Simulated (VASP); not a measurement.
# Cr (I4/mmm) in VASP: single point with LDA

Aim: the single point of Cr with LDA.

Everything below comes from runs of VASP 6.6.1. Logs are shortened: lines on timing, memory, paths and dates and some standing lists are left out, and cuts for length are marked.

## Step 1: The cell of the first run

It takes space group I4/mmm (No. 139, tetragonal). Conventional cell: a = 2.802 Å, b = 2.802 Å, c = 2.781 Å, α = 90.00°, β = 90.00°, γ = 90.00°. Cr (site symmetry 4/mmm) has 14 Cr at 2.42 to 2.80 Å within 3.2 Å.

## Step 2: Single point, LDA, collinear spin, antiferromagnetic start

Contents of INCAR:

```
SYSTEM = Cr
ALGO = Normal
EDIFF = 1E-6
ENCUT = 520
ISIF = 2
ISMEAR = 1
ISPIN = 2
LASPH = .TRUE.
LCHARG = .FALSE.
LMAXMIX = 4
LORBIT = 11
LREAL = .FALSE.
LWAVE = .FALSE.
MAGMOM = 1 -1
NBANDS = 23
NELM = 150
PREC = Accurate
SIGMA = 0.1
```

Contents of KPOINTS:

```
k-points
0
G
  18 18 18
  0 0 0
```

Contents of POSCAR:

```
Cr
1.0
    2.8020840352      0.0000000000      0.0000000000
    0.0000000000      2.8020840352      0.0000000000
    0.0000000000      0.0000000000      2.7811729604
Cr
2
Direct
    0.0000000000      0.0000000000      0.0000000000
    0.5000000000      0.5000000000      0.5000000000
```

Potentials or basis: VASP PAW LDA potentials, release 64 (Cr_pv).

Run with:

```console
$ cat potpaw_LDA.64/Cr_pv/POTCAR > POTCAR
$ mpirun -np 1 vasp_std > vasp.out
```

OUTCAR:

```text
SYSTEM = Cr
   EDIFF = 1E-6
   ENCUT = 520
   ISIF = 2
   ISMEAR = 1
   ISPIN = 2
   LASPH = .TRUE.
   LORBIT = 11
   LREAL = .FALSE.
   NELM = 150
   PREC = Accurate

 ion  position               nearest neighbor table
   1  0.000  0.000  0.000-   2 2.42   2 2.42   2 2.42   2 2.42   2 2.42   2 2.42   2 2.42   2 2.42

   2  0.500  0.500  0.500-   1 2.42   1 2.42   1 2.42   1 2.42   1 2.42   1 2.42   1 2.42   1 2.42

  LATTYP: Found a simple tetragonal cell.
 ALAT       =     2.8020840352
 C/A-ratio  =     0.9925373135

  Lattice vectors:

 A1 = (   2.8020840352,   0.0000000000,   0.0000000000)
 A2 = (   0.0000000000,   2.8020840352,   0.0000000000)
 A3 = (   0.0000000000,   0.0000000000,   2.7811729604)

Analysis of symmetry for initial positions (statically):
=====================================================================
 Subroutine PRICEL returns following result:

  LATTYP: Found a body centered tetragonal cell.
 ALAT       =     2.8020840352
 C/A-ratio  =     0.9925373135

  Lattice vectors:

 A1 = (  -1.4010420176,  -1.4010420176,  -1.3905864802)
 A2 = (   1.4010420176,   1.4010420176,  -1.3905864802)
 A3 = (   1.4010420176,  -1.4010420176,   1.3905864802)

   2 primitive cells build up your supercell.

 Routine SETGRP: Setting up the symmetry group for a
 simple tetragonal supercell.

 Subroutine GETGRP returns: Found 16 space group operations
 (whereof 16 operations were pure point group operations)
 out of a pool of 16 trial point group operations.

The static configuration has the point symmetry D_4h.

Analysis of symmetry for dynamics (positions and initial velocities):
=====================================================================
 Subroutine PRICEL returns following result:

  LATTYP: Found a body centered tetragonal cell.
 ALAT       =     2.8020840352
 C/A-ratio  =     0.9925373135

  Lattice vectors:

 A1 = (  -1.4010420176,  -1.4010420176,  -1.3905864802)
 A2 = (   1.4010420176,   1.4010420176,  -1.3905864802)
 A3 = (   1.4010420176,  -1.4010420176,   1.3905864802)

   2 primitive cells build up your supercell.

 Routine SETGRP: Setting up the symmetry group for a
 simple tetragonal supercell.

 Subroutine GETGRP returns: Found 16 space group operations
 (whereof 16 operations were pure point group operations)
 out of a pool of 16 trial point group operations.

The dynamic configuration has the point symmetry D_4h.

Analysis of structural, dynamic, and magnetic symmetry:
=====================================================================
 Subroutine PRICEL returns following result:

  LATTYP: Found a body centered tetragonal cell.
 ALAT       =     2.8020840352
 C/A-ratio  =     0.9925373135

  Lattice vectors:

 A1 = (  -1.4010420176,  -1.4010420176,  -1.3905864802)
 A2 = (   1.4010420176,   1.4010420176,  -1.3905864802)
 A3 = (   1.4010420176,  -1.4010420176,   1.3905864802)

   2 primitive cells build up your supercell.

 Routine SETGRP: Setting up the symmetry group for a
 simple tetragonal supercell.

 Subroutine GETGRP returns: Found 16 space group operations
 (whereof 16 operations were pure point group operations)
 out of a pool of 16 trial point group operations.

The overall configuration has the point symmetry D_4h.

 Subroutine INISYM returns: Found 16 space group operations
 (whereof 16 operations are pure point group operations),
 and found     2 'primitive' translations

----------------------------------------------------------------------------------------

                                     Primitive cell

  volume of cell :      10.9184

  direct lattice vectors                    reciprocal lattice vectors
    -1.401042018 -1.401042018 -1.390586480    -0.000000000 -0.356877234 -0.359560521
     1.401042018  1.401042018 -1.390586480     0.356877234  0.000000000 -0.359560521
     1.401042018 -1.401042018  1.390586480     0.356877234 -0.356877234  0.000000000

  length of vectors
     2.420654504  2.420654504  2.420654504     0.506601548  0.506601548  0.504700624

  position of ions in fractional coordinates (direct lattice)
     0.000000000  0.000000000  0.000000000

  ion indices of the primitive-cell ions
   primitive index   ion index
                 1           1

----------------------------------------------------------------------------------------

 KPOINTS: k-points

Automatic generation of k-mesh.
 Grid dimensions read from file:
 generate k-points for:   18   18   18

 Generating k-lattice:

  Cartesian coordinates                     Fractional coordinates (reciprocal lattice)
     0.019826513  0.000000000  0.000000000     0.055555556  0.000000000  0.000000000
     0.000000000  0.019826513  0.000000000     0.000000000  0.055555556  0.000000000
     0.000000000  0.000000000  0.019975585     0.000000000  0.000000000  0.055555556

  Length of vectors
     0.019826513  0.019826513  0.019975585

  Shift w.r.t. Gamma in fractional coordinates (k-lattice)
     0.000000000  0.000000000  0.000000000

 Subroutine IBZKPT returns following result:
 ===========================================

 Found    550 irreducible k-points:

 Following reciprocal coordinates:
            Coordinates               Weight
  0.000000  0.000000  0.000000      1.000000
  0.055556  0.000000  0.000000      4.000000
  0.111111  0.000000  0.000000      4.000000
  0.166667  0.000000  0.000000      4.000000
  0.222222  0.000000  0.000000      4.000000
  0.277778  0.000000  0.000000      4.000000
[... 16 lines left out ...]
  0.277778  0.111111  0.000000      8.000000
  0.333333  0.111111  0.000000      8.000000
 [... further k-points ...]
   k-points           NKPTS =    550   k-points in BZ     NKDIM =    550   number of bands    NBANDS=     23
   number of dos      NEDOS =    301   number of ions     NIONS =      2
   total plane-waves  NPLWV =  13824
   dimension x,y,z NGX =    24 NGY =   24 NGZ =   24
   dimension x,y,z NGXF=    48 NGYF=   48 NGZF=   48
   ions per type =               2
   NGX,Y,Z   is equivalent  to a cutoff of  14.24, 14.24, 14.35 a.u.
   NGXF,Y,Z  is equivalent  to a cutoff of  28.48, 28.48, 28.69 a.u.
 SYSTEM =  Cr
   PREC   = accura    normal or accurate (medium, high low for compatibility)
   ISTART =      0    job   : 0-new  1-cont  2-samecut
   ICHARG =      2    charge: 1-file 2-atom 10-const
   ISPIN  =      2    spin polarized calculation?
   LNONCOLLINEAR =      F non collinear calculations
   LSORBIT =      F    spin-orbit coupling
   LASPH  =      T    aspherical Exc in radial PAW
   ENCUT  =  520.0 eV  38.22 Ry    6.18 a.u.   5.21  5.21  5.17*2*pi/ulx,y,z
   NELM   =    150;   NELMIN=  2; NELMDL= -5     # of ELM steps
   EDIFF  = 0.1E-05   stopping-criterion for ELM
   LREAL  =      F    real-space projection
   EDIFFG = 0.1E-04   stopping-criterion for IOM
   NSW    =      0    number of steps for IOM
   IBRION =     -1    ionic relax: 0-MD 1-quasi-New 2-CG
   NFREE  =      0    steps in history (QN), initial steepest desc. (CG)
   ISIF   =      2    stress and relaxation
   ISYM   =      2    0-nonsym 1-usesym 2-fastsym
   POTIM  = 0.5000    time-step for ionic-motion
   TEBEG  =    0.0;   TEEND  =   0.0 temperature during run
   PSTRESS=    0.0 pullay stress
   NELECT =      24.0000    total number of electrons
   NUPDOWN=      -1.0000    fix difference up-down
   EMIN   =  10.00;   EMAX   =-10.00  energy-range for DOS
   EFERMI =   0.00;   METHOD = LEGACY
   ISMEAR =     1;   SIGMA  =   0.10  broadening in eV -4-tet -1-fermi 0-gaus
   EFERMI_NEDOS =   21; number of points for ismear=-14 and -15
   IALGO  =     38    algorithm
   IMIX   =      4    mixing-type and parameters
     AMIX     =   0.40;   BMIX     =  1.00
     AMIX_MAG =   1.60;   BMIX_MAG =  1.00
  volume/ion in A,a.u.               =      10.92        73.68
  Fermi-wavevector in a.u.,A,eV,Ry     =   1.689462  3.192621 38.834871  2.854282
  Thomas-Fermi vector in A             =   2.771585
   LORBIT       =     11    0 simple, 1 ext, 2 COOP (PROOUT), +10 PAW based schemes
   GGA     = CA    functional components
   LHFCALC =     F    Hartree Fock is set to
   AEXX    =    0.0000 exact exchange contribution
   IVDW    =     0    specifies the selected vdW correction
   LEPSILON=     F    determine dielectric tensor
   LRPA    =     F    only Hartree local field effects (RPA)
 spin polarized calculation
 Methfessel and Paxton  Order N= 1 SIGMA  =   0.10
  energy-cutoff  :      520.00
  volume of cell :       21.84
 maximum number of plane-waves:       624
 NGX is ok and might be reduce to    24
   NGX = 11   NGY = 11   NGZ = 11

 number of electron      24.0000019 magnetization       0.0000000

 number of electron      24.0000019 magnetization      -0.0000000

 Free energy of the ion-electron system (eV)
  ---------------------------------------------------
  ext. energy  EPLUGINS =         0.00000000
  ---------------------------------------------------
  free energy    TOTEN  =       -21.25578027 eV

  energy without entropy =      -21.25573280  energy(sigma->0) =      -21.25576445

 E-fermi :  11.6467     XC(G=0): -14.3349

 val. band max:       11.6412885350   @ k =   0.1111   0.0000   0.3333
 cond. band min:      11.6498137621   @ k =   0.3889   0.0556   0.0000
 fundamental gap:      0.0085252271
 Fermi energy:        11.6467145568

 spin component 1

 k-point     1 :       0.0000    0.0000    0.0000
  band No.  band energies     occupation
      1     -31.4034      1.00000
      2     -31.4034      1.00000
      3     -31.3828      1.00000
      4     -30.6322      1.00000
      5     -30.6322      1.00000
      6     -30.6281      1.00000
[... 613 lines left out ...]
     22      27.7196      0.00000
     23      30.3728      0.00000

 [... further k-points ...]

 spin component 2

 k-point     1 :       0.0000    0.0000    0.0000
  band No.  band energies     occupation
      1     -31.4034      1.00000
      2     -31.4034      1.00000
      3     -31.3828      1.00000
      4     -30.6322      1.00000
      5     -30.6322      1.00000
      6     -30.6281      1.00000
[... 613 lines left out ...]
     22      27.7196      0.00000
     23      30.3728      0.00000

 [... further k-points ...]
[... 5 lines left out ...]
  --------------------------------------------------------------------------------------
  -------------------------------------------------------------------------------------
  Total       -0.4332634     -0.4332634     -0.0135775      0.0000000      0.0000000      0.0000000
  in kB      -31.7886638    -31.7886638     -0.9961885      0.0000000      0.0000000      0.0000000
  external PRESSURE =     -21.5245053 kB  Pullay stress =       0.0000000 kB

 VOLUME and BASIS-vectors are now :
 -----------------------------------------------------------------------------
  energy-cutoff  :      520.00
  volume of cell :       21.84
      direct lattice vectors                 reciprocal lattice vectors
     2.802084035  0.000000000  0.000000000     0.356877234  0.000000000  0.000000000
     0.000000000  2.802084035  0.000000000     0.000000000  0.356877234  0.000000000
     0.000000000  0.000000000  2.781172960     0.000000000  0.000000000  0.359560521

 POSITION                                       TOTAL-FORCE (eV/Angst)
 -----------------------------------------------------------------------------------
      0.00000      0.00000      0.00000         0.000000     -0.000000      0.000000
      1.40104      1.40104      1.39059        -0.000000      0.000000     -0.000000
 -----------------------------------------------------------------------------------
    total drift:                                0.000000      0.000000     -0.000000

  FREE ENERGIE OF THE ION-ELECTRON SYSTEM (eV)
  ---------------------------------------------------
  free  energy   TOTEN  =       -21.2557802744 eV

  energy  without entropy=      -21.2557328025  energy(sigma->0) =      -21.25576445

 total charge

# of ion       s       p       d       tot
------------------------------------------
    1        0.446   6.435   4.307  11.188
    2        0.446   6.435   4.307  11.188
--------------------------------------------------
tot          0.892  12.871   8.614  22.377

 magnetization (x)

# of ion       s       p       d       tot
------------------------------------------
    1        0.000   0.000   0.000   0.000
    2       -0.000  -0.000  -0.000  -0.000
--------------------------------------------------
tot          0.000   0.000   0.000   0.000
```

It took 2.7 min on 1 thread of Intel Xeon 6975P-C (Granite Rapids), shared host; peak memory 0.45 GiB.

What came out:

| Property | Result |
| --- | --- |
| Free energy | -21.2558 eV |
| Pressure | -2.2 GPa |
| Band gap on the k mesh | zero (filled and empty bands overlap) |
| Net moment | 0.00 μB per cell |
| Valence electrons inside the program's atomic spheres | Cr 11.19 |

Caveat: an empty level that is flat over the whole mesh can mark a ghost state of the potentials, or a narrow d or f band; the moments typed at the start vanished in this run.
